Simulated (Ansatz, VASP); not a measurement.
## One calculation of Mo, two programs

Contents of INCAR:

```
ALGO = Normal ; EDIFF = 1E-7
ENCUT = 520 ; GGA = PE
ISIF = 2 ; ISMEAR = 0
LASPH = T ; LCHARG = F
LREAL = F ; LWAVE = F
NBANDS = 13 ; NELM = 100
PREC = Accurate ; SIGMA = 0.03
```

The input KPOINTS:

```
k-points
0
Gamma
  14 14 14
```

POSCAR

```
Mo
1.0
   -1.5813793950      1.5813793950      1.5813793950
    1.5813793950     -1.5813793950      1.5813793950
    1.5813793950      1.5813793950     -1.5813793950
Mo
1
Direct
    0.0000000000      0.0000000000      0.0000000000
```

Input for Ansatz:

```yaml
crystal:
  lattice:
    - [-1.581379395, 1.581379395, 1.581379395]
    - [1.581379395, -1.581379395, 1.581379395]
    - [1.581379395, 1.581379395, -1.581379395]
  atoms:
    - { symbol: Mo, position: [0.0, 0.0, 0.0] }
hamiltonian:
  xc: pbe
  pseudopotentials:
    kind: paw
    azcp:
      Mo: "pseudopotentials/Mo.paw.azcp"
basis:
  ecutwfc: 420
  fft_grid_basis: typed
kpoints:
  mp_grid: { grid: [14, 14, 14], shift: [0, 0, 0] }
magnetization:
  spin_polarized: false
scf:
  occupations: { method: gaussian, width: 0.03 }
  lower_state_search: "off"
output:
  stress: true
```

Alike in both runs: task single point; functional PBE; k mesh 14 × 14 × 14; occupations gaussian, width 0.03 eV; no spin polarisation.

|  | VASP | Ansatz |
| --- | --- | --- |
| version | VASP 6.6.1 | Ansatz 0.2.0 |
| potentials or method | VASP PAW PBE potentials, release 64 (Mo_sv), cutoff 520 eV | plane waves (420 eV) with PAW, scalar-relativistic |
| valence electrons in the cell | 14 | 14 |

|  | VASP | Ansatz | Ansatz less VASP |
| --- | --- | --- | --- |
| pressure (GPa) | 0.7 | 0.2 | -0.51 |

The functional is the same, so the differences come from potentials, cutoffs and numerics.
